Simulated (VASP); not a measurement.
# Ni (P2_1/m) in VASP: single point with LDA

Aim: the single point of Ni with LDA.

Everything below comes from runs of VASP 6.6.1. Logs are shortened: lines on timing, memory, paths and dates and some standing lists are left out, and cuts for length are marked.

### 1 The cell of the first run

It takes space group P2_1/m (No. 11, monoclinic). The conventional cell has a = 2.354 Å, b = 3.844 Å, c = 2.354 Å, α = 90.00°, β = 109.47°, γ = 90.00°. Within 3.1 Å of Ni (site symmetry m) lie 14 Ni at 2.21 to 3.01 Å.

### 2 Single point, LDA (atoms displaced along a vibrational mode)

File INCAR:

```
PREC = Accurate
ENCUT = 520
EDIFF = 1E-6
ISMEAR = 0
SIGMA = 0.15
LREAL = False
LASPH = True
NELM = 100
ALGO = Fast
ISIF = 2
LWAVE = False
LCHARG = True
LELF = True
LVHAR = True
NBANDS = 17
```

File KPOINTS:

```
Automatic mesh
0
Gamma
  20 20 12
```

File POSCAR:

```
Ni
1.0
   -1.3590661858      1.3590661858      1.3590661858
    1.3590661858     -1.3590661858      1.3590661858
    2.7181323716      2.7181323716      0.0000000000
Ni
2
Direct
   -0.0148287722     -0.1095213159      0.0000000000
    0.5148287722      0.6095213159      0.5000000000
```

Potentials or basis: VASP PAW LDA potentials, release 64 (Ni).

Started as:

```bash
> cat potpaw_LDA.64/Ni/POTCAR > POTCAR
> mpirun -np 1 vasp_std > vasp.out
```

OUTCAR:

```text
PREC = Accurate
   ENCUT = 520
   EDIFF = 1E-6
   ISMEAR = 0
   LREAL = False
   LASPH = True
   NELM = 100
   ISIF = 2

 ion  position               nearest neighbor table
   1  0.985  0.890  0.000-   2 2.21   2 2.21   2 2.50   2 2.50   2 2.59   2 2.59   2 3.01   2 3.01

   2  0.515  0.610  0.500-   1 2.21   1 2.21   1 2.50   1 2.50   1 2.59   1 2.59   1 3.01   1 3.01

  LATTYP: Found a base centered orthorhombic cell.
 ALAT       =     2.7181323716
 B/A-ratio  =     1.4142135624
 C/A-ratio  =     1.4142135624

  Lattice vectors:

 A1 = (  -1.3590661858,   1.3590661858,   1.3590661858)
 A2 = (   1.3590661858,  -1.3590661858,   1.3590661858)
 A3 = (   2.7181323716,   2.7181323716,   0.0000000000)

Analysis of symmetry for initial positions (statically):
=====================================================================
 Subroutine PRICEL returns:
 Original cell was already a primitive cell.

 Routine SETGRP: Setting up the symmetry group for a
 base centered orthorhombic supercell.

 Subroutine GETGRP returns: Found  4 space group operations
 (whereof  2 operations were pure point group operations)
 out of a pool of  8 trial point group operations.

The static configuration has the point symmetry C_1h.
 The point group associated with its full space group is C_2h.

Analysis of symmetry for dynamics (positions and initial velocities):
=====================================================================
 Subroutine PRICEL returns:
 Original cell was already a primitive cell.

 Routine SETGRP: Setting up the symmetry group for a
 base centered orthorhombic supercell.

 Subroutine GETGRP returns: Found  4 space group operations
 (whereof  2 operations were pure point group operations)
 out of a pool of  8 trial point group operations.

The dynamic configuration has the point symmetry C_1h.
 The point group associated with its full space group is C_2h.

 Subroutine INISYM returns: Found  4 space group operations
 (whereof  2 operations are pure point group operations),
 and found     1 'primitive' translations

----------------------------------------------------------------------------------------

                                     Primitive cell

  volume of cell :      20.0822

  direct lattice vectors                    reciprocal lattice vectors
    -1.359066186  1.359066186  1.359066186    -0.183949835  0.183949835  0.367899669
     1.359066186 -1.359066186  1.359066186     0.183949835 -0.183949835  0.367899669
     2.718132372  2.718132372  0.000000000     0.183949835  0.183949835  0.000000000

[... 85 lines left out ...]
   EDIFFG = 0.1E-04   stopping-criterion for IOM
   NSW    =      0    number of steps for IOM
   IBRION =     -1    ionic relax: 0-MD 1-quasi-New 2-CG
   NFREE  =      0    steps in history (QN), initial steepest desc. (CG)
   ISIF   =      2    stress and relaxation
   ISYM   =      2    0-nonsym 1-usesym 2-fastsym
   POTIM  = 0.5000    time-step for ionic-motion
   TEBEG  =    0.0;   TEEND  =   0.0 temperature during run
   PSTRESS=    0.0 pullay stress
   NELECT =      20.0000    total number of electrons
   NUPDOWN=      -1.0000    fix difference up-down
   EMIN   =  10.00;   EMAX   =-10.00  energy-range for DOS
   EFERMI =   0.00;   METHOD = LEGACY
   ISMEAR =     0;   SIGMA  =   0.15  broadening in eV -4-tet -1-fermi 0-gaus
   EFERMI_NEDOS =   21; number of points for ismear=-14 and -15
   IALGO  =     68    algorithm
   IMIX   =      4    mixing-type and parameters
     AMIX     =   0.40;   BMIX     =  1.00
     AMIX_MAG =   1.60;   BMIX_MAG =  1.00
  volume/ion in A,a.u.               =      10.04        67.76
  Fermi-wavevector in a.u.,A,eV,Ry     =   1.634861  3.089440 36.365260  2.672771
  Thomas-Fermi vector in A             =   2.726430
   LORBIT       =      0    0 simple, 1 ext, 2 COOP (PROOUT), +10 PAW based schemes
   GGA     = CA    functional components
   LHFCALC =     F    Hartree Fock is set to
   AEXX    =    0.0000 exact exchange contribution
   IVDW    =     0    specifies the selected vdW correction
   LEPSILON=     F    determine dielectric tensor
   LRPA    =     F    only Hartree local field effects (RPA)
 non-spin polarized calculation
 RMM-DIIS sequential band-by-band and
 Gauss-broadening in eV      SIGMA  =   0.15
  energy-cutoff  :      520.00
  volume of cell :       20.08
 maximum number of plane-waves:       554
 NGX is ok and might be reduce to    18
   NGX =  9   NGY =  9   NGZ = 15

 number of electron      20.0000010 magnetization

 Free energy of the ion-electron system (eV)
  ---------------------------------------------------
  ext. energy  EPLUGINS =         0.00000000
  ---------------------------------------------------
  free energy    TOTEN  =       -12.75243718 eV

  energy without entropy =      -12.69831997  energy(sigma->0) =      -12.72537857

 E-fermi :  10.1097     XC(G=0): -14.0743

 val. band max:       10.1093866866   @ k =   0.1000  -0.2000   0.5000
 cond. band min:      10.1099936277   @ k =   0.1500  -0.2500  -0.1667
 fundamental gap:      0.0006069411
 Fermi energy:        10.1097329301

 k-point     1 :       0.0000    0.0000    0.0000
  band No.  band energies     occupation
      1       0.7173      2.00000
      2       5.2843      2.00000
      3       7.0893      2.00000
      4       7.4101      2.00000
      5       8.0577      2.00000
      6       8.1731      2.00000
[... 457 lines left out ...]
      4       7.6350      2.00000
      5       8.0817      2.00000
      6       8.1422      2.00000
[... 9 lines left out ...]
     16      35.1548      0.00000
     17      36.0025      0.00000

 [... further k-points ...]

------------------------ aborting loop because EDIFF is reached ----------------------------------------

  FORCE on cell =-STRESS in cart. coord.  units (eV):
  Direction    XX          YY          ZZ          XY          YZ          ZX
  --------------------------------------------------------------------------------------
  -------------------------------------------------------------------------------------
  Total        1.4846748      1.4846748     -0.3195923      0.5832811      0.4614716     -0.4614716
  in kB      118.4486458    118.4486458    -25.4973485     46.5346740     36.8166067    -36.8166054
  external PRESSURE =      70.4666477 kB  Pullay stress =       0.0000000 kB

 VOLUME and BASIS-vectors are now :
 -----------------------------------------------------------------------------
  energy-cutoff  :      520.00
  volume of cell :       20.08
      direct lattice vectors                 reciprocal lattice vectors
    -1.359066186  1.359066186  1.359066186    -0.183949835  0.183949835  0.367899669
     1.359066186 -1.359066186  1.359066186     0.183949835 -0.183949835  0.367899669
     2.718132372  2.718132372  0.000000000     0.183949835  0.183949835  0.000000000

 POSITION                                       TOTAL-FORCE (eV/Angst)
 -----------------------------------------------------------------------------------
     -0.12869      0.12869      2.54913        -0.134333      0.134333      1.241023
      1.48776      1.23037      1.52807         0.134333     -0.134333     -1.241023
 -----------------------------------------------------------------------------------
    total drift:                               -0.000000      0.000000     -0.000000

  FREE ENERGIE OF THE ION-ELECTRON SYSTEM (eV)
  ---------------------------------------------------
  free  energy   TOTEN  =       -12.7524371769 eV

  energy  without entropy=      -12.6983199684  energy(sigma->0) =      -12.72537857
```

stdout:

```text
POSCAR found type information on POSCAR Ni
 POSCAR found :  1 types and       2 ions
 scaLAPACK will be used
 LDA part: xc-table for (Slater(with rela. corr.)+CA(PZ))
 , standard interpolation
 POSCAR, INCAR and KPOINTS ok, starting setup
 FFT: planning ... GRIDC
 FFT: planning ... GRID_SOFT
 FFT: planning ... GRID
 WAVECAR not read
 entering main loop
WARNING in EDDRMM: call to ZHEGV failed, returncode =   8  4     15
WARNING in EDDRMM: call to ZHEGV failed, returncode =   8  4     16
WARNING in EDDRMM: call to ZHEGV failed, returncode =   6  3     16
WARNING in EDDRMM: call to ZHEGV failed, returncode =   8  4     17
WARNING in EDDRMM: call to ZHEGV failed, returncode =   8  4     16
WARNING in EDDRMM: call to ZHEGV failed, returncode =   8  4     16
WARNING in EDDRMM: call to ZHEGV failed, returncode =   8  4     17
WARNING in EDDRMM: call to ZHEGV failed, returncode =   8  4     17
```

It took 2.8 min on 1 thread of Intel Xeon 6975P-C (Granite Rapids), shared host; peak memory 0.47 GiB.

Results:

```yaml
Free_energy: -12.7524 eV
Pressure: 7.0 GPa
Largest_force: 1.255 eV/Å
Band_gap_on_the_k_mesh: zero (bands 10 and 11 overlap by 0.86 eV)
```

Forces in eV/Å, atoms in the order of the input:
```
Ni  -0.134  0.134  1.241
Ni   0.134 -0.134 -1.241
```

Stress tensor (GPa, compression positive):
```
11.84  4.65 -3.68
 4.65 11.84  3.68
-3.68  3.68 -2.55
```

Caveat: the cell differs from its parent crystal (atoms displaced along a vibrational mode); the cell stands under pressure; the run has no spin polarisation, though such a crystal can be magnetic; forces of over 1 eV/Å act on the atoms, so gaps and moduli don't describe the material at rest.
